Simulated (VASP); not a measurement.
Crystal: Be.

```
CELL_PARAMETERS angstrom
2.26567 0.00000 0.00000
-1.13284 1.96213 0.00000
0.00000 0.00000 3.55870
ATOMIC_POSITIONS crystal
Be 0.33333 0.66667 0.25000
Be 0.66667 0.33333 0.75000
```

Base run:

```yaml
Program: VASP 6.6.1
Functional: PBE
Potentials_or_basis: VASP PAW PBE potentials, release 64 (Be)
Cutoff: 520 eV
k_mesh: 16 × 16 × 9
Occupations: methfessel-paxton, width 0.01 eV
Spin: no spin polarisation
```

Its results: band gap on the k mesh zero (band 2 reaches 7.95 eV, above the bottom of band 3 at 6.35 eV); pressure 0.2 GPa.

The run is repeated on the same cell with these changes: occupations from methfessel-paxton, width 0.01 eV to fermi-dirac, width 1 eV. What comes out?

Band gap on the k mesh zero (band 2 reaches 7.94 eV, above the bottom of band 3 at 6.35 eV); pressure 6.2 GPa.
